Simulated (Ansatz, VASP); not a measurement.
## One calculation of BN, two programs

```
B N
1.0
     0.00000    1.81234    1.81234
     1.81234    0.00000    1.81234
     1.81234    1.81234    0.00000
B N
1 1
Direct
  0.75000 0.75000 0.75000
  0.00000 0.00000 0.00000
```

Alike in both runs: task single point; functional PBE; k mesh 12 × 12 × 12; occupations gaussian, width 0.02 eV; no spin polarisation.

```csv
,VASP,Ansatz
version,VASP 6.6.1,Ansatz 0.2.0
potentials or method,"VASP PAW PBE potentials, release 64 (B, N), cutoff 600 eV","scalar-relativistic, plane waves, PAW"
valence electrons in the cell,8,8
```

```csv
,VASP,Ansatz,Ansatz less VASP
gap on the k mesh at the Fermi level (eV),4.45,4.46,+0.012
least direct gap on the mesh (eV),8.78,8.79,+0.011
pressure (GPa),0.0,0.0,+0.02
```

The functional is the same, so the differences come from potentials, cutoffs and numerics.
